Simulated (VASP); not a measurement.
A run of VASP 6.6.1:

File INCAR:

```
SYSTEM = V
PREC = Accurate ; ENCUT = 520
EDIFF = 1E-6 ; ISMEAR = -1
SIGMA = 0.1 ; LREAL = .FALSE.
LASPH = .TRUE. ; NELM = 60
ALGO = Normal ; ISIF = 2
LWAVE = .FALSE. ; LCHARG = .FALSE.
GGA = CA ; NBANDS = 12
```

KPOINTS

```
regular mesh
0
G
  7 7 7
  0 0 0
```

File POSCAR:

```
V
1.0
   -1.4636513664      1.4636513664      1.4636513664
    1.4636513664     -1.4636513664      1.4636513664
    1.4636513664      1.4636513664     -1.4636513664
V
1
Direct
    0.0000000000      0.0000000000      0.0000000000
```

Potentials or basis: VASP PAW LDA potentials, release 64 (V_sv).

Command:

```sh
$ cat potpaw_LDA.64/V_sv/POTCAR > POTCAR
$ mpirun -np 1 vasp_std > vasp.out
```

Hardware: 1 thread of AMD EPYC 7R13 (shared host).

Problem. Estimate the wall time of this run.

Solution. It took 3.7 s on 1 thread of AMD EPYC 7R13, with other jobs on the host, peak memory 0.09 GiB. Counts: scf iterations 11, k points 20.
